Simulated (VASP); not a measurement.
Runs of VASP 6.6.1 on BePd. The structure is that of space group Pm-3m (No. 221), or close to it. The cells are those of the table. 

| cell | gap on the mesh (eV) | pressure (GPa) |
| --- | --- | --- |
| a = 2.775 Å, 2 atoms | none | 0.4 |
| a = 2.736 Å, 2 atoms | none | (a) |
| a = 2.850 Å, 2 atoms | none | -13.4 |
| a = 2.921 Å, 2 atoms | none | -22.0 |

Alike in all rows: task single point; level LDA; potentials or basis VASP PAW LDA potentials, release 64 (Be, Pd); no spin polarisation; k mesh 8 × 8 × 8; cutoff (eV) 520; smearing fermi-dirac 0.2 eV.

Estimate the missing entries.

(a) 10.1.

A k mesh can miss the band edges, and the runs leave out spin-orbit coupling on Pd.

A gap of «none» marks levels without a gap at the run's occupations.
